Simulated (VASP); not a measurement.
# CO2 (P4_2/mnm) in VASP: relaxation of cell and atoms with PBEsol

Aim: the relaxation of cell and atoms of CO2 with PBEsol.

All numbers are computed with VASP 6.6.1; they aren't measurements. Logs are shortened: lines on timing, memory, paths and dates and some standing lists are left out, and cuts for length are marked.

### 1 The cell of the first run

It takes space group P4_2/mnm (No. 136, tetragonal). The conventional cell has a = 3.516 Å, b = 3.516 Å, c = 4.104 Å, α = 90.00°, β = 90.00°, γ = 90.00°. C (site symmetry mmm) has 2 O at 1.14 Å within 1.5 Å. O (site symmetry m2m) has 1 C at 1.14 Å within 1.5 Å.

### 2 Relaxation of cell and atoms, PBEsol

Contents of INCAR:

```
SYSTEM = CO2
  ALGO = Normal
  EDIFF = 1E-7
  EDIFFG = -0.03
  ENCUT = 1340
  GGA = PS
  GGA_COMPAT = .FALSE.
  IBRION = 2
  ISIF = 3
  ISMEAR = 0
  LASPH = .TRUE.
  LCHARG = .FALSE.
  LREAL = .FALSE.
  LWAVE = .FALSE.
  NELM = 120
  NELMIN = 4
  NSW = 80
  PREC = Accurate
  SIGMA = 0.01
```

Contents of KPOINTS:

```
k-points
0
G
  5 5 5
  0 0 0
```

Contents of POSCAR:

```
CO2
1.0
    3.5161000000      0.0000000000      0.0000000000
    0.0000000000      3.5161000000      0.0000000000
    0.0000000000      0.0000000000      4.1043000000
C O
2 4
Direct
    0.0000000000      0.0000000000      0.0000000000
    0.5000000000      0.5000000000      0.5000000000
    0.2300000000      0.2300000000      0.0000000000
    0.2700000000      0.7300000000      0.5000000000
    0.7700000000      0.7700000000      0.0000000000
    0.7300000000      0.2700000000      0.5000000000
```

Potentials or basis: VASP PAW PBE potentials, release 64 (C_h, O_h).

Started as:

```bash
$ cat potpaw_PBE.64/C_h/POTCAR potpaw_PBE.64/O_h/POTCAR > POTCAR
$ mpirun -np 1 vasp_std > vasp.out
```

OUTCAR:

```text
SYSTEM = CO2
   EDIFF = 1E-7
   EDIFFG = -0.03
   ENCUT = 1340
   GGA = PS
   IBRION = 2
   ISIF = 3
   ISMEAR = 0
   LASPH = .TRUE.
   LREAL = .FALSE.
   NELM = 120
   NELMIN = 4
   NSW = 80
   PREC = Accurate

 ion  position               nearest neighbor table
   1  0.000  0.000  0.000-   3 1.14   5 1.14
   2  0.500  0.500  0.500-   4 1.14   6 1.14
   3  0.230  0.230  0.000-   1 1.14
   4  0.270  0.730  0.500-   2 1.14
   5  0.770  0.770  0.000-   1 1.14
   6  0.730  0.270  0.500-   2 1.14

  LATTYP: Found a simple tetragonal cell.
 ALAT       =     3.5161000000
 C/A-ratio  =     1.1672876198

  Lattice vectors:

 A1 = (   3.5161000000,   0.0000000000,   0.0000000000)
 A2 = (   0.0000000000,   3.5161000000,   0.0000000000)
 A3 = (   0.0000000000,   0.0000000000,   4.1043000000)

Analysis of symmetry for initial positions (statically):
=====================================================================
 Subroutine PRICEL returns:
 Original cell was already a primitive cell.

 Routine SETGRP: Setting up the symmetry group for a
 simple tetragonal supercell.

 Subroutine GETGRP returns: Found 16 space group operations
 (whereof  8 operations were pure point group operations)
 out of a pool of 16 trial point group operations.

The static configuration has the point symmetry D_2h.
 The point group associated with its full space group is D_4h.

Analysis of symmetry for dynamics (positions and initial velocities):
=====================================================================
 Subroutine PRICEL returns:
 Original cell was already a primitive cell.

 Routine SETGRP: Setting up the symmetry group for a
 simple tetragonal supercell.

 Subroutine GETGRP returns: Found 16 space group operations
 (whereof  8 operations were pure point group operations)
 out of a pool of 16 trial point group operations.

The dynamic configuration has the point symmetry D_2h.
 The point group associated with its full space group is D_4h.

 Subroutine INISYM returns: Found 16 space group operations
 (whereof  8 operations are pure point group operations),
 and found     1 'primitive' translations

----------------------------------------------------------------------------------------

                                     Primitive cell

  volume of cell :      50.7413

  direct lattice vectors                    reciprocal lattice vectors
     3.516100000  0.000000000  0.000000000     0.284406018  0.000000000  0.000000000
     0.000000000  3.516100000  0.000000000     0.000000000  0.284406018  0.000000000
     0.000000000  0.000000000  4.104300000     0.000000000  0.000000000  0.243646907

  length of vectors
     3.516100000  3.516100000  4.104300000     0.284406018  0.284406018  0.243646907

  position of ions in fractional coordinates (direct lattice)
     0.000000000  0.000000000  0.000000000
     0.500000000  0.500000000  0.500000000
     0.230000000  0.230000000  0.000000000
     0.270000000  0.730000000  0.500000000
     0.770000000  0.770000000  0.000000000
     0.730000000  0.270000000  0.500000000

  ion indices of the primitive-cell ions
   primitive index   ion index
                 1           1
                 2           2
                 3           3
                 4           4
                 5           5
                 6           6

----------------------------------------------------------------------------------------

 KPOINTS: k-points

Automatic generation of k-mesh.
 Grid dimensions read from file:
 generate k-points for:    5    5    5

 Generating k-lattice:

  Cartesian coordinates                     Fractional coordinates (reciprocal lattice)
     0.056881204  0.000000000  0.000000000     0.200000000  0.000000000  0.000000000
     0.000000000  0.056881204  0.000000000     0.000000000  0.200000000  0.000000000
     0.000000000  0.000000000  0.048729381     0.000000000  0.000000000  0.200000000

  Length of vectors
     0.056881204  0.056881204  0.048729381

  Shift w.r.t. Gamma in fractional coordinates (k-lattice)
     0.000000000  0.000000000  0.000000000

 Subroutine IBZKPT returns following result:
 ===========================================

 Found     18 irreducible k-points:

 Following reciprocal coordinates:
            Coordinates               Weight
  0.000000  0.000000  0.000000      1.000000
  0.200000  0.000000  0.000000      4.000000
  0.400000  0.000000  0.000000      4.000000
  0.200000  0.200000  0.000000      4.000000
  0.400000  0.200000  0.000000      8.000000
  0.400000  0.400000  0.000000      4.000000
[... 10 lines left out ...]
  0.400000  0.200000  0.400000     16.000000
  0.400000  0.400000  0.400000      8.000000
   k-points           NKPTS =     18   k-points in BZ     NKDIM =     18   number of bands    NBANDS=     20
   number of dos      NEDOS =    301   number of ions     NIONS =      6
   total plane-waves  NPLWV =  88200
   dimension x,y,z NGX =    42 NGY =   42 NGZ =   50
   dimension x,y,z NGXF=    84 NGYF=   84 NGZF=  100
   ions per type =               2   4
   NGX,Y,Z   is equivalent  to a cutoff of  19.86, 19.86, 20.25 a.u.
   NGXF,Y,Z  is equivalent  to a cutoff of  39.72, 39.72, 40.51 a.u.
 SYSTEM =  CO2
   PREC   = accura    normal or accurate (medium, high low for compatibility)
   ISTART =      0    job   : 0-new  1-cont  2-samecut
   ICHARG =      2    charge: 1-file 2-atom 10-const
   ISPIN  =      1    spin polarized calculation?
   LNONCOLLINEAR =      F non collinear calculations
   LSORBIT =      F    spin-orbit coupling
   LASPH  =      T    aspherical Exc in radial PAW
   ENCUT  = 1340.0 eV  98.49 Ry    9.92 a.u.  10.49 10.49 12.25*2*pi/ulx,y,z
   NELM   =    120;   NELMIN=  4; NELMDL= -5     # of ELM steps
   EDIFF  = 0.1E-06   stopping-criterion for ELM
   LREAL  =      F    real-space projection
   EDIFFG = -.3E-01   stopping-criterion for IOM
   NSW    =     80    number of steps for IOM
   IBRION =      2    ionic relax: 0-MD 1-quasi-New 2-CG
   NFREE  =      1    steps in history (QN), initial steepest desc. (CG)
   ISIF   =      3    stress and relaxation
   ISYM   =      2    0-nonsym 1-usesym 2-fastsym
   POTIM  = 0.5000    time-step for ionic-motion
   TEBEG  =    0.0;   TEEND  =   0.0 temperature during run
   PSTRESS=    0.0 pullay stress
   NELECT =      32.0000    total number of electrons
   NUPDOWN=      -1.0000    fix difference up-down
   EMIN   =  10.00;   EMAX   =-10.00  energy-range for DOS
   EFERMI =   0.00;   METHOD = LEGACY
   ISMEAR =     0;   SIGMA  =   0.01  broadening in eV -4-tet -1-fermi 0-gaus
   EFERMI_NEDOS =   21; number of points for ismear=-14 and -15
   IALGO  =     38    algorithm
   IMIX   =      4    mixing-type and parameters
     AMIX     =   0.40;   BMIX     =  1.00
     AMIX_MAG =   1.60;   BMIX_MAG =  1.00
  volume/ion in A,a.u.               =       8.46        57.07
  Fermi-wavevector in a.u.,A,eV,Ry     =   1.403905  2.652995 26.816383  1.970949
  Thomas-Fermi vector in A             =   2.526520
   LORBIT       =      0    0 simple, 1 ext, 2 COOP (PROOUT), +10 PAW based schemes
   GGA     = PS    functional components
   LHFCALC =     F    Hartree Fock is set to
   AEXX    =    0.0000 exact exchange contribution
   IVDW    =     0    specifies the selected vdW correction
   LEPSILON=     F    determine dielectric tensor
   LRPA    =     F    only Hartree local field effects (RPA)
 conjugate gradient relaxation of ions
 non-spin polarized calculation
 Gauss-broadening in eV      SIGMA  =   0.01
  energy-cutoff  :     1340.00
  volume of cell :       50.74
 maximum number of plane-waves:      5677
 NGX is ok and might be reduce to    42
   NGX = 21   NGY = 21   NGZ = 25

--------------------------------------- Ionic step        1  -------------------------------------------

 number of electron      32.0000002 magnetization

 Free energy of the ion-electron system (eV)
  ---------------------------------------------------
  ext. energy  EPLUGINS =         0.00000000
  ---------------------------------------------------
  free energy    TOTEN  =       -46.58050591 eV

  energy without entropy =      -46.58050591  energy(sigma->0) =      -46.58050591

------------------------ aborting loop because EDIFF is reached ----------------------------------------

  FORCE on cell =-STRESS in cart. coord.  units (eV):
  Direction    XX          YY          ZZ          XY          YZ          ZX
  --------------------------------------------------------------------------------------
  -------------------------------------------------------------------------------------
  Total       11.4135275     11.4135275      6.7222869      0.0000000      0.0000000      0.0000000
  in kB      360.3868525    360.3868525    212.2589899      0.0000000      0.0000000      0.0000000
  external PRESSURE =     311.0108983 kB  Pullay stress =       0.0000000 kB
[... 101 lines left out ...]
  FREE ENERGIE OF THE ION-ELECTRON SYSTEM (eV)
  ---------------------------------------------------
  free  energy   TOTEN  =       -46.7979012016 eV

  energy  without entropy=      -46.7979012016  energy(sigma->0) =      -46.79790120

 E-fermi :   1.8574     XC(G=0): -10.9795

 val. band max:        1.8046844033   @ k =   0.4000   0.4000   0.0000
 cond. band min:       7.1680938244   @ k =   0.0000   0.0000   0.0000
 fundamental gap:      5.3634094211
 Fermi energy:         1.8574222229

 k-point     1 :       0.0000    0.0000    0.0000
  band No.  band energies     occupation
      1     -20.3418      2.00000
      2     -19.0062      2.00000
      3     -18.1676      2.00000
      4     -18.1676      2.00000
      5      -5.6703      2.00000
      6      -5.2883      2.00000
[... 12 lines left out ...]
     19       7.8798      0.00000
[... 375 lines left out ...]
      4     -18.5495      2.00000
      5      -6.2167      2.00000
      6      -5.9474      2.00000
[... 12 lines left out ...]
     19       9.5234      0.00000
     20       9.5617      0.00000

 E-fermi :   0.2843     XC(G=0): -10.1049

 val. band max:        0.1832556205   @ k =   0.4000   0.4000   0.0000
 cond. band min:       6.3566092070   @ k =   0.0000   0.0000   0.2000
 fundamental gap:      6.1733535865
 Fermi energy:         0.2842621797

 k-point     1 :       0.0000    0.0000    0.0000
  band No.  band energies     occupation
      1     -21.3384      2.00000
      2     -20.5084      2.00000
      3     -19.6016      2.00000
      4     -19.6016      2.00000
      5      -6.5182      2.00000
      6      -6.0437      2.00000
[... 12 lines left out ...]
     19       6.9275      0.00000
[... 375 lines left out ...]
      4     -19.8601      2.00000
      5      -6.8696      2.00000
      6      -6.6403      2.00000
[... 12 lines left out ...]
     19       8.1039      0.00000
     20       8.1476      0.00000

[... ionic steps 4 to 38 ...]

--------------------------------------- Ionic step       39  -------------------------------------------

 number of electron      31.9999996 magnetization

------------------------ aborting loop because EDIFF is reached ----------------------------------------

  FORCE on cell =-STRESS in cart. coord.  units (eV):
  Direction    XX          YY          ZZ          XY          YZ          ZX
  --------------------------------------------------------------------------------------
  -------------------------------------------------------------------------------------
  Total        0.2965774      0.2965774      0.0608508      0.0000000      0.0000000      0.0000000
  in kB        5.3229277      5.3229277      1.0921407      0.0000000      0.0000000      0.0000000
  external PRESSURE =       3.9126653 kB  Pullay stress =       0.0000000 kB
[... 65 lines left out ...]
  energy  without entropy=      -48.0964256641  energy(sigma->0) =      -48.09642566

--------------------------------------- Ionic step       41  -------------------------------------------

 number of electron      31.9999996 magnetization

 Free energy of the ion-electron system (eV)
  ---------------------------------------------------
  ext. energy  EPLUGINS =         0.00000000
  ---------------------------------------------------
  free energy    TOTEN  =       -48.09655471 eV

  energy without entropy =      -48.09655471  energy(sigma->0) =      -48.09655471

 E-fermi :  -3.0339     XC(G=0):  -7.9268

 val. band max:       -3.1172778611   @ k =   0.4000   0.4000   0.0000
 cond. band min:       3.4305630745   @ k =   0.0000   0.0000   0.0000
 fundamental gap:      6.5478409355
 Fermi energy:        -3.0339356296

 k-point     1 :       0.0000    0.0000    0.0000
  band No.  band energies     occupation
      1     -23.6529      2.00000
      2     -23.4125      2.00000
      3     -22.4805      2.00000
      4     -22.4805      2.00000
      5      -8.5455      2.00000
      6      -8.2553      2.00000
[... 12 lines left out ...]
     19       4.9392      0.00000
[... 423 lines left out ...]
  FREE ENERGIE OF THE ION-ELECTRON SYSTEM (eV)
  ---------------------------------------------------
  free  energy   TOTEN  =       -48.0965547092 eV

  energy  without entropy=      -48.0965547092  energy(sigma->0) =      -48.09655471

 reached required accuracy - stopping structural energy minimisation
```

Wall time 24 min (1 thread of Intel Xeon Platinum 8559C (Emerald Rapids), shared host); peak memory 0.31 GiB.

Results:

```yaml
Free_energy: -48.0966 eV
Relaxed_volume: 14.93 Å³/atom
Relaxed_cell: a = 4.318 Å, b = 4.318 Å, c = 4.805 Å, α = 90.00°, β = 90.00°, γ = 90.00°
Space_group_after_relaxing_to_0.1_Å: P4_2/mnm (No. 136)
Pressure_after_relaxing: 0.0 GPa
Largest_force_after_relaxing: 0.016 eV/Å
Band_gap_on_the_k_mesh: 6.55 eV (least direct gap 6.91 eV)
```

Forces in eV/Å, atoms in the order of the input:
```
C    0.000  0.000  0.000
C    0.000  0.000  0.000
O   -0.011 -0.011  0.000
O    0.011 -0.011  0.000
O    0.011  0.011  0.000
O   -0.011  0.011  0.000
```

Final structure:
```yaml
crystal:
  lattice:
    - [4.31822, 0.00000, 0.00000]
    - [0.00000, 4.31822, 0.00000]
    - [0.00000, 0.00000, 4.80544]
  atoms:
    - { symbol: C, position: [0.00000, 0.00000, 0.00000] }
    - { symbol: C, position: [0.50000, 0.50000, 0.50000] }
    - { symbol: O, position: [0.19121, 0.19121, 0.00000] }
    - { symbol: O, position: [0.30879, 0.69121, 0.50000] }
    - { symbol: O, position: [0.80879, 0.80879, 0.00000] }
    - { symbol: O, position: [0.69121, 0.30879, 0.50000] }
```

Levels at points of the mesh, in eV from the valence-band top:
| k point | band 12 | band 13 | band 14 | band 15 | band 16 | band 17 | band 18 | band 19 | band 20 |
| --- | --- | --- | --- | --- | --- | --- | --- | --- | --- |
| (0.00, 0.00, 0.00) | -3.44 | -1.17 | -0.43 | -0.36 | -0.36 | 6.55 | 7.65 | 8.06 | 8.06 |

Caveat: the volume moved by over 15 % at a fixed basis, so the end points are rough; this functional lacks dispersion, which holds the molecules together, so the pressure and a relaxed volume are unreliable; the PAW data sets were made with another functional, which shifts forces and pressure a little.
